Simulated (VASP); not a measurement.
# Si3Ru (Fm-3m) in VASP: notebook, part 2 of 2

VASP 6.6.1. The steps go on from the part before.

**3. Single point, PBE**

This run uses another cell than the first one, of 13.54 Å³/atom.

INCAR reads:

```
SYSTEM = Si3Ru
ALGO     = Normal         ! electronic algorithm
EDIFF    = 1E-7           ! SCF threshold, eV
ENCUT    = 520            ! plane-wave cutoff, eV
GGA      = PE             ! functional
ISIF     = 2              ! what is computed and relaxed
ISMEAR   = 0              ! smearing method
LASPH    = .TRUE.         ! aspherical terms in the spheres
LCHARG   = .FALSE.        ! write CHGCAR
LREAL    = .FALSE.        ! projectors in reciprocal space
LWAVE    = .FALSE.        ! write WAVECAR
NBANDS   = 21             ! bands
NELM     = 60             ! most SCF steps
PREC     = Accurate       ! precision mode
SIGMA    = 0.1            ! smearing width, eV
```

KPOINTS reads:

```
k-points
0
G
  6 6 6
  0 0 0
```

POSCAR reads:

```
Si3Ru
1.0
    0.0000000000      3.0026663252      3.0026663252
    3.0026663252      0.0000000000      3.0026663252
    3.0026663252      3.0026663252      0.0000000000
Si Ru
3 1
Direct
    0.2500000000      0.2500000000      0.2500000000
    0.7500000000      0.7500000000      0.7500000000
    0.5000000000      0.5000000000      0.5000000000
    0.0000000000      0.0000000000      0.0000000000
```

Potentials or basis: VASP PAW PBE potentials, release 64 (Si, Ru_pv).

Launch:

```console
> cat potpaw_PBE.64/Si/POTCAR potpaw_PBE.64/Ru_pv/POTCAR > POTCAR
> mpirun -np 1 vasp_std > vasp.out
```

OUTCAR:

```text
SYSTEM = Si3Ru
   EDIFF = 1E-7
   ENCUT = 520
   GGA = PE
   ISIF = 2
   ISMEAR = 0
   LASPH = .TRUE.
   LREAL = .FALSE.
   NELM = 60
   PREC = Accurate

 ion  position               nearest neighbor table
   1  0.250  0.250  0.250-   4 2.60   4 2.60   4 2.60   3 2.60   4 2.60   3 2.60   3 2.60   3 2.60
                             2 3.00   2 3.00   2 3.00   2 3.00   2 3.00   2 3.00
   2  0.750  0.750  0.750-   3 2.60   3 2.60   3 2.60   3 2.60   4 2.60   4 2.60   4 2.60   4 2.60
                             1 3.00   1 3.00   1 3.00   1 3.00   1 3.00   1 3.00
   3  0.500  0.500  0.500-   1 2.60   1 2.60   1 2.60   1 2.60   2 2.60   2 2.60   2 2.60   2 2.60
                             4 3.00   4 3.00   4 3.00   4 3.00   4 3.00   4 3.00
   4  0.000  0.000  0.000-   2 2.60   2 2.60   2 2.60   1 2.60   2 2.60   1 2.60   1 2.60   1 2.60
                             3 3.00   3 3.00   3 3.00   3 3.00   3 3.00   3 3.00

  LATTYP: Found a face centered cubic cell.
 ALAT       =     6.0053326504

  Lattice vectors:

 A1 = (   0.0000000000,   3.0026663252,   3.0026663252)
 A2 = (   3.0026663252,   0.0000000000,   3.0026663252)
 A3 = (   3.0026663252,   3.0026663252,   0.0000000000)

Analysis of symmetry for initial positions (statically):
[... 168 lines left out ...]
 E-fermi :  11.3557     XC(G=0): -12.1303

 val. band max:       11.2549402351   @ k =   0.5000   0.5000   0.0000
 cond. band min:      11.3627607546   @ k =   0.3333   0.1667   0.0000
 fundamental gap:      0.1078205195
 Fermi energy:        11.3556618596

 k-point     1 :       0.0000    0.0000    0.0000
  band No.  band energies     occupation
      1     -31.1888      2.00000
      2     -31.1888      2.00000
      3     -31.1888      2.00000
      4      -2.4784      2.00000
      5       6.1838      2.00000
      6       6.1838      2.00000
[... 373 lines left out ...]
     20      18.1691      0.00000
     21      20.7367      0.00000

------------------------ aborting loop because EDIFF is reached ----------------------------------------

  FORCE on cell =-STRESS in cart. coord.  units (eV):
  Direction    XX          YY          ZZ          XY          YZ          ZX
  --------------------------------------------------------------------------------------
  -------------------------------------------------------------------------------------
  Total        0.0341292      0.0341292      0.0341292      0.0000000      0.0000000      0.0000000
  in kB        1.0099163      1.0099163      1.0099163      0.0000000      0.0000000      0.0000000
  external PRESSURE =       1.0099163 kB  Pullay stress =       0.0000000 kB

 VOLUME and BASIS-vectors are now :
 -----------------------------------------------------------------------------
  energy-cutoff  :      520.00
  volume of cell :       54.14
      direct lattice vectors                 reciprocal lattice vectors
     0.000000000  3.002666325  3.002666325    -0.166518669  0.166518669  0.166518669
     3.002666325  0.000000000  3.002666325     0.166518669 -0.166518669  0.166518669
     3.002666325  3.002666325  0.000000000     0.166518669  0.166518669 -0.166518669

 POSITION                                       TOTAL-FORCE (eV/Angst)
 -----------------------------------------------------------------------------------
      1.50133      1.50133      1.50133        -0.000000     -0.000000     -0.000000
      4.50400      4.50400      4.50400         0.000000      0.000000      0.000000
      3.00267      3.00267      3.00267         0.000000     -0.000000      0.000000
      0.00000      0.00000      0.00000         0.000000     -0.000000      0.000000
 -----------------------------------------------------------------------------------
    total drift:                                0.000000     -0.000000      0.000000

  FREE ENERGIE OF THE ION-ELECTRON SYSTEM (eV)
  ---------------------------------------------------
  free  energy   TOTEN  =       -24.9047334138 eV

  energy  without entropy=      -24.8979017728  energy(sigma->0) =      -24.90131759
```

OSZICAR:

```text
N       E                     dE             d eps       ncg     rms          rms(c)
DAV:   1     0.141542637525E+03    0.14154E+03   -0.13278E+04   688   0.114E+03
DAV:   2    -0.207773490233E+02   -0.16232E+03   -0.15760E+03   750   0.284E+02
DAV:   3    -0.256451287637E+02   -0.48678E+01   -0.47903E+01   844   0.444E+01
DAV:   4    -0.256988605687E+02   -0.53732E-01   -0.53706E-01   755   0.472E+00
DAV:   5    -0.257000060139E+02   -0.11454E-02   -0.11454E-02   858   0.629E-01    0.143E+01
DAV:   6    -0.256502298071E+02    0.49776E-01   -0.11965E+01   742   0.217E+01    0.658E+00
DAV:   7    -0.249523258119E+02    0.69790E+00   -0.36922E+00   722   0.139E+01    0.415E+00
DAV:   8    -0.249072759980E+02    0.45050E-01   -0.16696E-01   752   0.257E+00    0.707E-01
DAV:   9    -0.249048104162E+02    0.24656E-02   -0.11215E-02   782   0.683E-01    0.244E-01
DAV:  10    -0.249047530211E+02    0.57395E-04   -0.71959E-04   773   0.219E-01    0.708E-02
DAV:  11    -0.249047348711E+02    0.18150E-04   -0.17673E-04   773   0.905E-02    0.283E-02
DAV:  12    -0.249047345852E+02    0.28587E-06   -0.20878E-05   788   0.303E-02    0.493E-03
DAV:  13    -0.249047338234E+02    0.76179E-06   -0.26260E-06   778   0.107E-02    0.354E-03
DAV:  14    -0.249047334322E+02    0.39120E-06   -0.35017E-07   524   0.306E-03    0.253E-04
DAV:  15    -0.249047334138E+02    0.18441E-07   -0.18930E-08   391   0.708E-04
   1 F= -.24904733E+02 E0= -.24901318E+02  d E =-.683164E-02
```

It took 9.9 s on 1 thread of Intel Xeon 6975P-C (Granite Rapids), shared host; peak memory 0.17 GiB.

Results:

| Property | Result |
| --- | --- |
| Free energy | -24.9047 eV |
| Pressure | 0.1 GPa |
| Band gap on the k mesh | zero (bands 13 and 14 overlap by 0.77 eV) |

**4. Relaxation of cell and atoms, PBE**

INCAR reads:

```
SYSTEM = Si3Ru
ALGO     = Normal         ! electronic algorithm
EDIFF    = 1E-6           ! SCF threshold, eV
EDIFFG   = -0.04          ! ionic threshold
ENCUT    = 600            ! plane-wave cutoff, eV
GGA      = PE             ! functional
IBRION   = 2              ! ionic algorithm
ISIF     = 3              ! what is computed and relaxed
ISMEAR   = 0              ! smearing method
LASPH    = .TRUE.         ! aspherical terms in the spheres
LCHARG   = .FALSE.        ! write CHGCAR
LREAL    = .FALSE.        ! projectors in reciprocal space
LWAVE    = .FALSE.        ! write WAVECAR
NELM     = 100            ! most SCF steps
NSW      = 90             ! ionic steps
PREC     = Accurate       ! precision mode
SIGMA    = 0.1            ! smearing width, eV
```

KPOINTS is that of step 3.

POSCAR reads:

```
Si3Ru
1.0
    0.0000000000      2.9677669900      2.9677669900
    2.9677669900      0.0000000000      2.9677669900
    2.9677669900      2.9677669900      0.0000000000
Si Ru
3 1
Direct
    0.2500000000      0.2500000000      0.2500000000
    0.7500000000      0.7500000000      0.7500000000
    0.5000000000      0.5000000000      0.5000000000
    0.0000000000      0.0000000000      0.0000000000
```

Launch:

```console
> cat potpaw_PBE.64/Si/POTCAR potpaw_PBE.64/Ru_pv/POTCAR > POTCAR
> mpirun -np 1 vasp_std > vasp.out
```

Run time: 30 s. Hardware: 1 thread of Intel Xeon 6975P-C (Granite Rapids), shared host; peak memory 0.22 GiB.

It converged, with:

```yaml
Free_energy: -24.9043 eV
Relaxed_volume: 13.55 Å³/atom
Relaxed_cell: a = 4.247 Å, b = 4.247 Å, c = 4.247 Å, α = 60.00°, β = 60.00°, γ = 60.00°
Space_group_after_relaxing_to_0.1_Å: Fm-3m (No. 225)
Energy_gained_by_relaxing: 9.1 meV/atom
Ionic_steps: 3
Pressure_after_relaxing: 0.0 GPa
Band_gap_on_the_k_mesh: zero (bands 13 and 14 overlap by 0.77 eV)
```

Step by step:
```csv
step,energy change (eV),largest force (eV/Å),pressure (GPa),volume (Å³)
1,0.0000,0.0000,6.42,52.28
2,0.0048,0.0000,-5.85,56.34
3,-0.0366,0.0000,-0.02,54.18
```

Final structure:
```
Si Ru
1.0
     0.00000    3.00338    3.00338
     3.00338    0.00000    3.00338
     3.00338    3.00338    0.00000
Si Ru
3 1
Direct
  0.25000 0.25000 0.25000
  0.75000 0.75000 0.75000
  0.50000 0.50000 0.50000
  0.00000 0.00000 0.00000
```

Levels at points of the mesh, in eV from the Fermi level:
| k point | band 11 | band 12 | band 13 | band 14 | band 15 | band 16 |
| --- | --- | --- | --- | --- | --- | --- |
| (0.00, 0.00, 0.00) | -2.02 | -2.02 | -2.02 | -0.54 | 2.82 | 2.82 |
| (0.50, 0.00, 0.00) | -2.38 | -1.86 | -1.86 | 1.40 | 1.40 | 2.69 |
| (0.50, 0.50, 0.00) | -2.40 | -1.86 | -0.10 | 1.38 | 4.58 | 4.58 |

**5. Single point, PBE, collinear spin, ferromagnetic start**

This run uses another cell than the first one, of 13.54 Å³/atom.

INCAR reads:

```
PREC     = Accurate       # precision mode
ENCUT    = 520            # plane-wave cutoff, eV
EDIFF    = 1E-7           # SCF threshold, eV
ISMEAR   = 0              # smearing method
SIGMA    = 0.1            # smearing width, eV
LREAL    = F              # projectors in reciprocal space
LASPH    = T              # aspherical terms in the spheres
NELM     = 150            # most SCF steps
ALGO     = Normal         # electronic algorithm
ISIF     = 2              # what is computed and relaxed
LWAVE    = F              # write WAVECAR
LCHARG   = F              # write CHGCAR
ISPIN    = 2              # spin polarisation
MAGMOM   = 0 0 0 1        # initial moments
LORBIT   = 11             # projections on sites
LMAXMIX  = 4              # l up to which the mixer works
GGA      = PE             # functional
NBANDS   = 25             # bands
```

KPOINTS reads:

```
regular mesh
0
Gamma
  6 6 6
```

POSCAR reads:

```
Si3Ru
1.0
    0.0000000000      3.0026663252      3.0026663252
    3.0026663252      0.0000000000      3.0026663252
    3.0026663252      3.0026663252      0.0000000000
Si Ru
3 1
Direct
    0.2500000000      0.2500000000      0.2500000000
    0.7500000000      0.7500000000      0.7500000000
    0.5000000000      0.5000000000      0.5000000000
    0.0000000000      0.0000000000      0.0000000000
```

Launch:

```console
> cat potpaw_PBE.64/Si/POTCAR potpaw_PBE.64/Ru_pv/POTCAR > POTCAR
> mpirun -np 1 vasp_std > vasp.out
```

It took 21 s on 1 thread of Intel Xeon 6975P-C (Granite Rapids), shared host; peak memory 0.21 GiB.

It converged, with:

* Free energy: -24.9047 eV
* Pressure: 0.1 GPa
* Band gap on the k mesh: zero (filled and empty bands overlap)
* Net moment: 0.00 μB per cell
* Valence electrons inside the program's atomic spheres: Si 1.55; Ru 12.73

Levels at points of the mesh, in eV from the Fermi level:
Spin up:
```csv
k point,band 9,band 10,band 11,band 12,band 13,band 14,band 15,band 16,band 17,band 18
"(0.00, 0.00, 0.00)",-2.72,-2.72,-2.03,-2.03,-2.03,-0.53,2.82,2.82,2.82,2.82
"(0.50, 0.00, 0.00)",-2.84,-2.38,-2.38,-1.86,-1.86,1.40,1.40,2.69,4.81,5.85
"(0.50, 0.50, 0.00)",-3.27,-2.40,-2.40,-1.87,-0.10,1.38,4.58,4.58,5.51,5.51
```
Spin down:
```tsv
k point	band 10	band 11	band 12	band 13	band 14	band 15	band 16	band 17
(0.00, 0.00, 0.00)	-2.72	-2.03	-2.03	-2.03	-0.53	2.82	2.82	2.82
(0.50, 0.00, 0.00)	-2.38	-2.38	-1.86	-1.86	1.40	1.40	2.69	4.81
(0.50, 0.50, 0.00)	-2.40	-2.40	-1.87	-0.10	1.38	4.58	4.58	5.51
```

**6. Single point, PBE**

This run uses another cell than the first one, of 13.64 Å³/atom.

INCAR reads:

```
PREC = Accurate
ENCUT = 520
EDIFF = 1E-6
ISMEAR = 0
SIGMA = 0.1
LREAL = False
LASPH = True
NELM = 100
ALGO = Normal
ISIF = 2
LWAVE = False
LCHARG = False
GGA = PE
NBANDS = 21
```

KPOINTS reads:

```
Automatic mesh
0
Gamma
  14 14 14
```

POSCAR reads:

```
Si3Ru
1.0
    0.0000000000      3.0101336546      3.0101336546
    3.0101336546      0.0000000000      3.0101336546
    3.0101336546      3.0101336546      0.0000000000
Si Ru
3 1
Direct
    0.2500000000      0.2500000000      0.2500000000
    0.7500000000      0.7500000000      0.7500000000
    0.5000000000      0.5000000000      0.5000000000
    0.0000000000      0.0000000000      0.0000000000
```

Potentials or basis: VASP PAW PBE potentials, release 64 (Si, Ru_pv).

Launch:

```console
> cat potpaw_PBE.64/Si/POTCAR potpaw_PBE.64/Ru_pv/POTCAR > POTCAR
> mpirun -np 1 vasp_std > vasp.out
```

It took 41 s on 1 thread of Intel Xeon 6975P-C (Granite Rapids), shared host; peak memory 0.25 GiB.

The run converged. Its results:

```
Free energy            : -24.8837 eV
Pressure               : -0.1 GPa
Band gap on the k mesh : zero (bands 13 and 14 overlap by 1.17 eV)
```

Levels at points of the mesh, in eV from the Fermi level:
```tsv
k point	band 10	band 11	band 12	band 13	band 14	band 15	band 16	band 17
(0.00, 0.00, 0.00)	-2.66	-2.00	-2.00	-2.00	-0.58	2.82	2.82	2.82
(0.50, 0.00, 0.00)	-2.33	-2.33	-1.83	-1.83	1.41	1.41	2.66	4.78
(0.50, 0.50, 0.00)	-2.35	-2.35	-1.82	-0.09	1.38	4.57	4.57	5.49
```

**7. Summary**

```csv
task,spin,cell,k mesh,cutoff (eV),gap on the mesh (eV),pressure (GPa)
single point,off,"a = 4.197 Å, angles 60.0°, 4 atoms",6 × 6 × 6,520,none,6.4
single point,off,"a = 4.246 Å, angles 60.0°, 4 atoms",6 × 6 × 6,520,none,0.1
relaxation of cell and atoms,off,"relaxed from a = 4.197 Å, angles 60.0°, 4 atoms",6 × 6 × 6,600,none,0.0
single point,"collinear, ferromagnetic start","a = 4.246 Å, angles 60.0°, 4 atoms",6 × 6 × 6,520,none,0.1
single point,off,"a = 4.257 Å, angles 60.0°, 4 atoms",14 × 14 × 14,520,none,-0.1
```

Alike in all rows: level PBE; potentials or basis VASP PAW PBE potentials, release 64 (Si, Ru_pv); smearing gaussian 0.1 eV.

Caveats: the cell stands under pressure (at least some runs).

Absolute energies hang on the potentials; compare differences alone.
